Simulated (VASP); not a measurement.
BaTiO3:

```
Ba Ti O
1.0
     4.00600    0.00000    0.00000
     0.00000    4.00600    0.00000
     0.00000    0.00000    4.00600
Ba Ti O
1 1 3
Direct
  0.50000 0.50000 0.50000
  0.00000 0.00000 0.00000
  0.50000 0.00000 0.00000
  0.00000 0.00000 0.50000
  0.00000 0.50000 0.00000
```

| Item | Value |
| --- | --- |
| Program | VASP 6.6.1 |
| Task | relaxation of cell and atoms |
| Functional | PBEsol |
| Potentials or basis | VASP PAW PBE potentials, release 64 (Ba_sv, Ti_sv, O) |
| Cutoff | 600 eV |
| k mesh | 6 × 6 × 6 |
| Occupations | gaussian, width 0.01 eV |
| Spin | no spin polarisation |

At the start: pressure -2.9 GPa; volume 12.86 Å³/atom.

Q: Where does the relaxation end?

A: Over 3 steps the energy falls by 2.1 meV/atom and the volume is 12.64 Å³/atom (-1.7 %); space group Pm-3m (No. 221, to 0.05 Å).

The path:
```csv
step,energy change (eV),largest force (eV/Å),pressure (GPa),volume (Å³)
1,0.0000,0.0000,-2.94,64.29
2,0.0002,0.0000,3.17,62.12
3,-0.0103,0.0000,-0.01,63.19
```

Final structure:
```xyz
5
Lattice="3.9831 0.0000 0.0000 0.0000 3.9831 0.0000 0.0000 0.0000 3.9831" Properties=species:S:1:pos:R:3 pbc="T T T"
Ba    1.9916    1.9916    1.9916
Ti    0.0000    0.0000    0.0000
O     1.9916    0.0000    0.0000
O     0.0000    0.0000    1.9916
O     0.0000    1.9916    0.0000
```

Caveat: the PAW data sets were made with another functional, which shifts forces and pressure a little.
